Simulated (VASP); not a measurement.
# CaO (Fm-3m) in VASP: further runs, part 2 of 2

VASP 6.6.1. Earlier steps stand in the parts before.

### 4 Single point, r2SCAN

This run uses another cell than the first one, of 13.78 Å³/atom, 1.064 times its volume.

The input, POSCAR:

```
CaO
1.0
    0.0000000000      2.3974452313      2.3974452313
    2.3974452313      0.0000000000      2.3974452313
    2.3974452313      2.3974452313      0.0000000000
Ca O
1 1
Direct
    0.0000000000      0.0000000000      0.0000000000
    0.5000000000      0.5000000000      0.5000000000
```

The input, INCAR.step1:

```
ALGO = Normal
EDIFF = 1E-4
ENCUT = 520
GGA = PE
ISMEAR = 0
LASPH = True
LCHARG = False
LREAL = False
LWAVE = True
NBANDS = 15
NELM = 80
PREC = Accurate
SIGMA = 0.02
```

The input, INCAR.step2:

```
ALGO = Normal
EDIFF = 1E-7
ENCUT = 520
ISIF = 2
ISMEAR = 0
ISTART = 1
LASPH = True
LCHARG = False
LMIXTAU = True
LREAL = False
LWAVE = False
METAGGA = R2SCAN
NBANDS = 15
NELM = 80
PREC = Accurate
SIGMA = 0.02
```

The input, KPOINTS:

```
k-points
0
Gamma
  8 8 8
```

Potentials or basis: VASP PAW PBE potentials, release 64 (Ca_sv, O).

Command:

```bash
$ cat potpaw_PBE.64/Ca_sv/POTCAR potpaw_PBE.64/O/POTCAR > POTCAR
$ cp INCAR.step1 INCAR
$ mpirun -np 1 vasp_std > vasp.out
$ cp INCAR.step2 INCAR
$ mpirun -np 1 vasp_std > vasp.out
```

OUTCAR:

```text
EDIFF = 1E-7
   ENCUT = 520
   ISIF = 2
   ISMEAR = 0
   ISTART = 1
   LASPH = True
   LREAL = False
   METAGGA = R2SCAN
   NELM = 80
   PREC = Accurate

 ion  position               nearest neighbor table
   1  0.000  0.000  0.000-   2 2.40   2 2.40   2 2.40   2 2.40   2 2.40   2 2.40
   2  0.500  0.500  0.500-   1 2.40   1 2.40   1 2.40   1 2.40   1 2.40   1 2.40

  LATTYP: Found a face centered cubic cell.
 ALAT       =     4.7948904626

  Lattice vectors:

 A1 = (   0.0000000000,   2.3974452313,   2.3974452313)
 A2 = (   2.3974452313,   0.0000000000,   2.3974452313)
 A3 = (   2.3974452313,   2.3974452313,   0.0000000000)

Analysis of symmetry for initial positions (statically):
=====================================================================
 Subroutine PRICEL returns:
 Original cell was already a primitive cell.

 Routine SETGRP: Setting up the symmetry group for a
 face centered cubic supercell.

 Subroutine GETGRP returns: Found 48 space group operations
 (whereof 48 operations were pure point group operations)
 out of a pool of 48 trial point group operations.

The static configuration has the point symmetry O_h .

Analysis of symmetry for dynamics (positions and initial velocities):
=====================================================================
 Subroutine PRICEL returns:
 Original cell was already a primitive cell.

 Routine SETGRP: Setting up the symmetry group for a
 face centered cubic supercell.

 Subroutine GETGRP returns: Found 48 space group operations
 (whereof 48 operations were pure point group operations)
 out of a pool of 48 trial point group operations.

The dynamic configuration has the point symmetry O_h .

 Subroutine INISYM returns: Found 48 space group operations
 (whereof 48 operations are pure point group operations),
 and found     1 'primitive' translations

----------------------------------------------------------------------------------------

                                     Primitive cell

  volume of cell :      27.5598

  direct lattice vectors                    reciprocal lattice vectors
     0.000000000  2.397445231  2.397445231    -0.208555338  0.208555338  0.208555338
     2.397445231  0.000000000  2.397445231     0.208555338 -0.208555338  0.208555338
     2.397445231  2.397445231  0.000000000     0.208555338  0.208555338 -0.208555338

  length of vectors
     3.390499561  3.390499561  3.390499561     0.361228441  0.361228441  0.361228441

  position of ions in fractional coordinates (direct lattice)
     0.000000000  0.000000000  0.000000000
     0.500000000  0.500000000  0.500000000

  ion indices of the primitive-cell ions
   primitive index   ion index
                 1           1
                 2           2

----------------------------------------------------------------------------------------

 KPOINTS: k-points

Automatic generation of k-mesh.
 Grid dimensions read from file:
 generate k-points for:    8    8    8

 Generating k-lattice:

  Cartesian coordinates                     Fractional coordinates (reciprocal lattice)
    -0.026069417  0.026069417  0.026069417     0.125000000  0.000000000  0.000000000
     0.026069417 -0.026069417  0.026069417     0.000000000  0.125000000  0.000000000
     0.026069417  0.026069417 -0.026069417     0.000000000  0.000000000  0.125000000

  Length of vectors
     0.045153555  0.045153555  0.045153555

  Shift w.r.t. Gamma in fractional coordinates (k-lattice)
     0.000000000  0.000000000  0.000000000

 Subroutine IBZKPT returns following result:
 ===========================================

 Found     29 irreducible k-points:

 Following reciprocal coordinates:
            Coordinates               Weight
  0.000000  0.000000  0.000000      1.000000
  0.125000  0.000000  0.000000      8.000000
  0.250000  0.000000  0.000000      8.000000
  0.375000  0.000000  0.000000      8.000000
  0.500000  0.000000  0.000000      4.000000
  0.125000  0.125000  0.000000      6.000000
[... 16 lines left out ...]
  0.500000  0.250000  0.125000     48.000000
 -0.375000  0.250000  0.125000     24.000000
 [... further k-points ...]
   k-points           NKPTS =     29   k-points in BZ     NKDIM =     29   number of bands    NBANDS=     15
   number of dos      NEDOS =    301   number of ions     NIONS =      2
   total plane-waves  NPLWV =  21952
   dimension x,y,z NGX =    28 NGY =   28 NGZ =   28
   dimension x,y,z NGXF=    56 NGYF=   56 NGZF=   56
   ions per type =               1   1
   NGX,Y,Z   is equivalent  to a cutoff of  13.73, 13.73, 13.73 a.u.
   NGXF,Y,Z  is equivalent  to a cutoff of  27.46, 27.46, 27.46 a.u.
 SYSTEM =  unknown system
   PREC   = accura    normal or accurate (medium, high low for compatibility)
   ISTART =      1    job   : 0-new  1-cont  2-samecut
   ICHARG =      0    charge: 1-file 2-atom 10-const
   ISPIN  =      1    spin polarized calculation?
   LNONCOLLINEAR =      F non collinear calculations
   LSORBIT =      F    spin-orbit coupling
   LASPH  =      T    aspherical Exc in radial PAW
   ENCUT  =  520.0 eV  38.22 Ry    6.18 a.u.   6.30  6.30  6.30*2*pi/ulx,y,z
   NELM   =     80;   NELMIN=  2; NELMDL=  0     # of ELM steps
   EDIFF  = 0.1E-06   stopping-criterion for ELM
   LREAL  =      F    real-space projection
   EDIFFG = 0.1E-05   stopping-criterion for IOM
   NSW    =      0    number of steps for IOM
   IBRION =     -1    ionic relax: 0-MD 1-quasi-New 2-CG
   NFREE  =      0    steps in history (QN), initial steepest desc. (CG)
   ISIF   =      2    stress and relaxation
   ISYM   =      2    0-nonsym 1-usesym 2-fastsym
   POTIM  = 0.5000    time-step for ionic-motion
   TEBEG  =    0.0;   TEEND  =   0.0 temperature during run
   PSTRESS=    0.0 pullay stress
   NELECT =      16.0000    total number of electrons
   NUPDOWN=      -1.0000    fix difference up-down
   EMIN   =  10.00;   EMAX   =-10.00  energy-range for DOS
   EFERMI =   0.00;   METHOD = LEGACY
   ISMEAR =     0;   SIGMA  =   0.02  broadening in eV -4-tet -1-fermi 0-gaus
   EFERMI_NEDOS =   21; number of points for ismear=-14 and -15
   IALGO  =     38    algorithm
   IMIX   =      4    mixing-type and parameters
     AMIX     =   0.40;   BMIX     =  1.00
     AMIX_MAG =   1.60;   BMIX_MAG =  1.00
  volume/ion in A,a.u.               =      13.78        92.99
  Fermi-wavevector in a.u.,A,eV,Ry     =   1.365703  2.580804 25.376819  1.865144
  Thomas-Fermi vector in A             =   2.491908
   LORBIT       =      0    0 simple, 1 ext, 2 COOP (PROOUT), +10 PAW based schemes
   METAGGA = R2SCAN    functional components
   LHFCALC =     F    Hartree Fock is set to
   AEXX    =    0.0000 exact exchange contribution
   IVDW    =     0    specifies the selected vdW correction
   LEPSILON=     F    determine dielectric tensor
   LRPA    =     F    only Hartree local field effects (RPA)
 non-spin polarized calculation
 Gauss-broadening in eV      SIGMA  =   0.02
  energy-cutoff  :      520.00
  volume of cell :       27.56
 maximum number of plane-waves:       754
 NGX is ok and might be reduce to    28
   NGX = 13   NGY = 13   NGZ = 13

 number of electron      15.9999997 magnetization

 Free energy of the ion-electron system (eV)
  ---------------------------------------------------
  ext. energy  EPLUGINS =         0.00000000
  ---------------------------------------------------
  free energy    TOTEN  =       -19.45302398 eV

  energy without entropy =      -19.45302398  energy(sigma->0) =      -19.45302398

 E-fermi :   2.2222     XC(G=0): -11.1125

 val. band max:        2.0556202417   @ k =   0.0000   0.0000   0.0000
 cond. band min:       6.2423298104   @ k =   0.5000   0.5000   0.0000
 fundamental gap:      4.1867095688
 Fermi energy:         2.2221714082

 k-point     1 :       0.0000    0.0000    0.0000
  band No.  band energies     occupation
      1     -36.9700      2.00000
      2     -16.8568      2.00000
      3     -16.8568      2.00000
      4     -16.8567      2.00000
      5     -14.4316      2.00000
      6       2.0556      2.00000
      7       2.0556      2.00000
      8       2.0556      2.00000
      9       7.5451      0.00000
     10       8.9265      0.00000
     11       8.9265      0.00000
     12       8.9265      0.00000
     13      10.5348      0.00000
     14      10.5348      0.00000
[... 401 lines left out ...]
      2     -17.8431      2.00000
      3     -17.0975      2.00000
      4     -16.9835      2.00000
      5     -13.4315      2.00000
      6       0.0197      2.00000
      7       0.9305      2.00000
      8       0.9931      2.00000
      9       9.4651      0.00000
     10       9.5540      0.00000
     11      11.5505      0.00000
     12      11.7830      0.00000
     13      13.0902      0.00000
     14      14.8604      0.00000
     15      17.0293      0.00000

 [... further k-points ...]
[... 5 lines left out ...]
  --------------------------------------------------------------------------------------
  -------------------------------------------------------------------------------------
  Total        0.1846428      0.1846428      0.1846428      0.0000000      0.0000000      0.0000000
  in kB       10.7341293     10.7341293     10.7341293      0.0000000      0.0000000      0.0000000
  external PRESSURE =      10.7341293 kB  Pullay stress =       0.0000000 kB

 VOLUME and BASIS-vectors are now :
 -----------------------------------------------------------------------------
  energy-cutoff  :      520.00
  volume of cell :       27.56
      direct lattice vectors                 reciprocal lattice vectors
     0.000000000  2.397445231  2.397445231    -0.208555338  0.208555338  0.208555338
     2.397445231  0.000000000  2.397445231     0.208555338 -0.208555338  0.208555338
     2.397445231  2.397445231  0.000000000     0.208555338  0.208555338 -0.208555338

 POSITION                                       TOTAL-FORCE (eV/Angst)
 -----------------------------------------------------------------------------------
      0.00000      0.00000      0.00000         0.000000      0.000000     -0.000000
      2.39745      2.39745      2.39745         0.000000      0.000000      0.000000
 -----------------------------------------------------------------------------------
    total drift:                                0.000000      0.000000      0.000000

  FREE ENERGIE OF THE ION-ELECTRON SYSTEM (eV)
  ---------------------------------------------------
  free  energy   TOTEN  =       -19.4530239825 eV

  energy  without entropy=      -19.4530239825  energy(sigma->0) =      -19.45302398
```

It took 52 s on 1 thread of Intel Xeon 6975P-C, shared host; peak memory 0.17 GiB.

What came out:

* Free energy: -19.4530 eV
* Pressure: 1.1 GPa
* Band gap on the k mesh: 4.19 eV, indirect (least direct gap 4.56 eV)

Caveat: the PAW data sets were made with another functional, which shifts forces and pressure a little.

### 5 Summary

```tsv
cell	gap on the mesh (eV)	pressure (GPa)
a = 3.321 Å, angles 60.0°, 2 atoms	4.16	9.7
a = 3.356 Å, angles 60.0°, 2 atoms	4.18	5.0
a = 3.390 Å, angles 60.0°, 2 atoms	4.19	1.1
```

Alike in all rows: task single point; level r2SCAN; potentials or basis VASP PAW PBE potentials, release 64 (Ca_sv, O); no spin polarisation; k mesh 8 × 8 × 8; cutoff (eV) 520; smearing gaussian 0.02 eV.

Caveats: the PAW data sets were made with another functional, which shifts forces and pressure a little.

Absolute energies hang on the potentials; compare differences alone.
